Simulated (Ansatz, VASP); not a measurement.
## One calculation of Al2Cu, two programs

File POSCAR:

```
Al2Cu
1.0
   -2.0273575168      2.0273575168      2.9529971388
    2.0273575168     -2.0273575168      2.9529971388
    2.0273575168      2.0273575168     -2.9529971388
Al Cu
2 1
Direct
    0.7500000000      0.2500000000      0.5000000000
    0.2500000000      0.7500000000      0.5000000000
    0.5000000000      0.5000000000      0.0000000000
```

File INCAR.step1:

```
SYSTEM = Al2Cu
ALGO     = Normal         ! electronic algorithm
EDIFF    = 1E-4           ! SCF threshold, eV
ENCUT    = 520            ! plane-wave cutoff, eV
GGA      = PE             ! functional
ISMEAR   = 0              ! smearing method
LASPH    = .True.         ! aspherical terms in the spheres
LCHARG   = .False.        ! write CHGCAR
LREAL    = .False.        ! projectors in reciprocal space
LWAVE    = .True.         ! write WAVECAR
NBANDS   = 16             ! bands
NELM     = 60             ! most SCF steps
PREC     = Accurate       ! precision mode
SIGMA    = 0.15           ! smearing width, eV
```

File INCAR.step2:

```
SYSTEM = Al2Cu
ALGO     = Normal         ! electronic algorithm
EDIFF    = 1E-6           ! SCF threshold, eV
ENCUT    = 520            ! plane-wave cutoff, eV
ISIF     = 2              ! what is computed and relaxed
ISMEAR   = 0              ! smearing method
ISTART   = 1            
LASPH    = .True.         ! aspherical terms in the spheres
LCHARG   = .False.        ! write CHGCAR
LMIXTAU  = .True.       
LREAL    = .False.        ! projectors in reciprocal space
LWAVE    = .False.        ! write WAVECAR
METAGGA  = R2SCAN         ! meta-GGA
NBANDS   = 16             ! bands
NELM     = 60             ! most SCF steps
PREC     = Accurate       ! precision mode
SIGMA    = 0.15           ! smearing width, eV
```

File KPOINTS:

```
k-points
0
Gamma
  16 16 16
  0 0 0
```

Input for Ansatz:

```yaml
crystal:
  lattice:
    - [-2.0273575168, 2.0273575168, 2.9529971388]
    - [2.0273575168, -2.0273575168, 2.9529971388]
    - [2.0273575168, 2.0273575168, -2.9529971388]
  atoms:
    - { symbol: Al, position: [0.75, 0.25, 0.5] }
    - { symbol: Al, position: [0.25, 0.75, 0.5] }
    - { symbol: Cu, position: [0.5, 0.5, 0.0] }
basis:
  ecutwfc: 500
kpoints:
  mp_grid: { grid: [16, 16, 16] }
hamiltonian:
  xc: r2scan
scf:
  occupations: { method: gaussian, width: 0.15 }
output:
  forces: true
  stress: true
  eigenvalues: true
```

Change from the starting cell: strain +0.000 along x and y, +0.030 along z, atoms carried along.

Alike in both runs: task single point; functional r2SCAN; k mesh 16 × 16 × 16; occupations gaussian, width 0.15 eV; no spin polarisation.

|  | VASP | Ansatz |
| --- | --- | --- |
| version | VASP 6.6.1 | Ansatz 0.2.0 |
| potentials or method | VASP PAW PBE potentials, release 64 (Al, Cu), cutoff 520 eV | scalar-relativistic, plane waves, PAW |
| valence electrons in the cell | 17 | 25 |

VASP gave:

- gap on the k mesh at the Fermi level (eV): none
- pressure (GPa): -3.0
- traceless stress, the component that is largest in VASP (GPa): -1.92

Which values does Ansatz return?

gap on the k mesh at the Fermi level (eV): none; pressure (GPa): -2.9; traceless stress, the component that is largest in VASP (GPa): -1.94.

VASP's potentials were made for PBE, not for r2SCAN. A gap of «none» marks a metal or a gap that the smearing closes. With one functional, cell and mesh, what is left measures potentials, basis and numerics. VASP's potentials hold 17 valence electrons a cell and Ansatz's 25, so a difference there can come from the potentials and not from the codes.
